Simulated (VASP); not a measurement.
# ZnGeO2 (R-3m) in VASP: a series of runs, part 2 of 2

VASP 6.6.1. The steps go on from the part before.

## Step 4: Relaxation of cell and atoms, PBE

Contents of INCAR:

```
SYSTEM = ZnGeO2
  ALGO = Normal
  EDIFF = 1E-6
  EDIFFG = -0.04
  ENCUT = 600
  GGA = PE
  IBRION = 2
  ISIF = 3
  ISMEAR = 0
  LASPH = .True.
  LCHARG = .False.
  LREAL = .False.
  LWAVE = .False.
  NELM = 60
  NSW = 90
  PREC = Accurate
  SIGMA = 0.1
```

Contents of KPOINTS:

```
k-points
0
Gamma
  6 6 6
  0 0 0
```

Contents of POSCAR:

```
ZnGeO2
1.0
    2.7620051500      1.5946444200      2.1178189100
   -2.7620051500      1.5946444200      2.1178189100
    0.0000000000     -3.1892888400      2.1178189100
Zn Ge O
1 1 2
Direct
    0.0000000000      0.0000000000      0.0000000000
    0.5000000000      0.5000000000      0.5000000000
    0.7482499000      0.7482499000      0.7482499000
    0.2517501000      0.2517501000      0.2517501000
```

Potentials or basis: VASP PAW PBE potentials, release 64 (Zn, Ge_d, O).

On the command line:

```sh
$ cat potpaw_PBE.64/Zn/POTCAR potpaw_PBE.64/Ge_d/POTCAR potpaw_PBE.64/O/POTCAR > POTCAR
$ mpirun -np 1 vasp_std > vasp.out
```

OUTCAR:

```text
SYSTEM = ZnGeO2
   EDIFF = 1E-6
   EDIFFG = -0.04
   ENCUT = 600
   GGA = PE
   IBRION = 2
   ISIF = 3
   ISMEAR = 0
   LASPH = .True.
   LREAL = .False.
   NELM = 60
   NSW = 90
   PREC = Accurate

 ion  position               nearest neighbor table
   1  0.000  0.000  0.000-   3 1.60   4 1.60
   2  0.500  0.500  0.500-   3 1.58   4 1.58
   3  0.748  0.748  0.748-   2 1.58   1 1.60
   4  0.252  0.252  0.252-   2 1.58   1 1.60

  LATTYP: Found a trigonal (rhomboedric) cell.
 ALAT       =     3.8284096189
 COS(alpha) =    -0.0409794741

  Lattice vectors:

 A1 = (   2.7620051500,   1.5946444200,   2.1178189100)
 A2 = (  -2.7620051500,   1.5946444200,   2.1178189100)
 A3 = (   0.0000000000,  -3.1892888400,   2.1178189100)

[... 188 lines left out ...]
  Total        3.0142163      3.0142163     54.5568337      0.0000000      0.0000000      0.0000000
  in kB       86.2892273     86.2892276   1561.8212455      0.0000000      0.0000000      0.0000000
  external PRESSURE =     578.1332335 kB  Pullay stress =       0.0000000 kB
[... 1995 lines left out ...]
     22       8.6618      0.00000
     23       9.9647      0.00000

 [... further k-points ...]

[... ionic steps 4 to 29 ...]

--------------------------------------- Ionic step       30  -------------------------------------------

 number of electron      38.0000029 magnetization

------------------------ aborting loop because EDIFF is reached ----------------------------------------
[... 71 lines left out ...]
--------------------------------------- Ionic step       32  -------------------------------------------

 number of electron      38.0000031 magnetization

 Free energy of the ion-electron system (eV)
  ---------------------------------------------------
  ext. energy  EPLUGINS =         0.00000000
  ---------------------------------------------------
  free energy    TOTEN  =       -17.93922646 eV

  energy without entropy =      -17.93922646  energy(sigma->0) =      -17.93922646

 E-fermi :   3.2455     XC(G=0): -10.9165

 val. band max:        2.7410274088   @ k =   0.5000   0.0000   0.0000
 cond. band min:       4.2734746850   @ k =   0.5000   0.5000   0.0000
 fundamental gap:      1.5324472762
 Fermi energy:         3.2454691806
[... 655 lines left out ...]
  FREE ENERGIE OF THE ION-ELECTRON SYSTEM (eV)
  ---------------------------------------------------
  free  energy   TOTEN  =       -17.9392264626 eV

  energy  without entropy=      -17.9392264626  energy(sigma->0) =      -17.93922646

 reached required accuracy - stopping structural energy minimisation
```

CONTCAR:

```text
ZnGeO2
   1.00000000000000
     2.4216383972908764    1.3981335825365111    2.6210181747540644
    -2.4216383972908764    1.3981335825365111    2.6210181747540644
     0.0000000000000000   -2.7962671650730226    2.6210181747540644
  Zn              Ge              O
     1     1     2
Direct
     0.0000000000000000    0.0000000000000000    0.0000000000000000
     0.5000000000000000    0.5000000000000000    0.5000000000000000
     0.7671905096594970    0.7671905096594970    0.7671905096594970
     0.2328094903405032    0.2328094903405032    0.2328094903405032

  0.00000000E+00  0.00000000E+00  0.00000000E+00
  0.00000000E+00  0.00000000E+00  0.00000000E+00
  0.00000000E+00  0.00000000E+00  0.00000000E+00
  0.00000000E+00  0.00000000E+00  0.00000000E+00
```

Run time: 5.6 min. Hardware: 1 thread of Intel Xeon 6975P-C (Granite Rapids), shared host; peak memory 0.21 GiB.

Results:

| Property | Result |
| --- | --- |
| Free energy | -17.9392 eV |
| Relaxed volume | 13.31 Å³/atom |
| Relaxed cell | a = 3.833 Å, b = 3.833 Å, c = 3.833 Å, α = 78.37°, β = 78.37°, γ = 78.37° |
| Space group after relaxing (to 0.1 Å) | R-3m (No. 166) |
| Pressure after relaxing | -0.1 GPa |
| Largest force after relaxing | 0.010 eV/Å |
| Band gap on the k mesh | 1.53 eV (least direct gap 2.07 eV) |

Forces in eV/Å, atoms in the order of the input:
```
Zn   0.000  0.000  0.000
Ge   0.000  0.000  0.000
O    0.000  0.000 -0.010
O    0.000  0.000  0.010
```

Final structure:
```
CELL_PARAMETERS angstrom
2.42164 1.39813 2.62102
-2.42164 1.39813 2.62102
0.00000 -2.79627 2.62102
ATOMIC_POSITIONS crystal
Zn 0.00000 0.00000 0.00000
Ge 0.50000 0.50000 0.50000
O 0.76719 0.76719 0.76719
O 0.23281 0.23281 0.23281
```

Levels at points of the mesh, in eV from the valence-band top:
```csv
k point,band 17,band 18,band 19,band 20,band 21,band 22
"(0.00, 0.00, 0.00)",-1.94,-0.91,-0.91,1.64,1.64,6.02
"(0.50, 0.00, 0.00)",-1.48,-1.44,0.00,2.59,3.27,5.68
"(0.50, 0.50, 0.00)",-1.09,-1.06,-0.54,1.53,4.43,5.23
"(0.50, 0.50, 0.50)",-2.42,-2.42,-0.04,4.36,4.36,5.65
```

## Step 5: The runs side by side

| task | cell | cutoff (eV) | smearing | gap on the mesh (eV) | pressure (GPa) | relaxed volume (Å³/atom) | largest force (eV/Å) |
| --- | --- | --- | --- | --- | --- | --- | --- |
| single point | a = 3.828 Å, angles 92.3°, 4 atoms, atomic positions A | 520 | gaussian 0.1 eV | none | 57.9 | - | 2.36 |
| relaxation of cell and atoms | relaxed from a = 3.832 Å, angles 78.5°, 4 atoms, atomic positions B | 600 | gaussian 0.02 eV | 1.55 | 0.0 | 13.16 | - |
| relaxation of cell and atoms | relaxed from a = 3.828 Å, angles 92.3°, 4 atoms, atomic positions A | 600 | gaussian 0.1 eV | 1.53 | -0.1 | 13.31 | 0.01 |

Alike in all rows: level PBE; potentials or basis VASP PAW PBE potentials, release 64 (Zn, Ge_d, O); no spin polarisation; k mesh 6 × 6 × 6.

Caveats: the stress differs along the axes, from 9 to 156 GPa (at least some runs); forces of over 1 eV/Å act on the atoms, so gaps and moduli don't describe the material at rest (at least some runs).

Total energies depend on the potentials used, so only differences within one code and one set of settings carry meaning.

The gap in the log of VASP goes by the Fermi energy; the results here count the filled bands.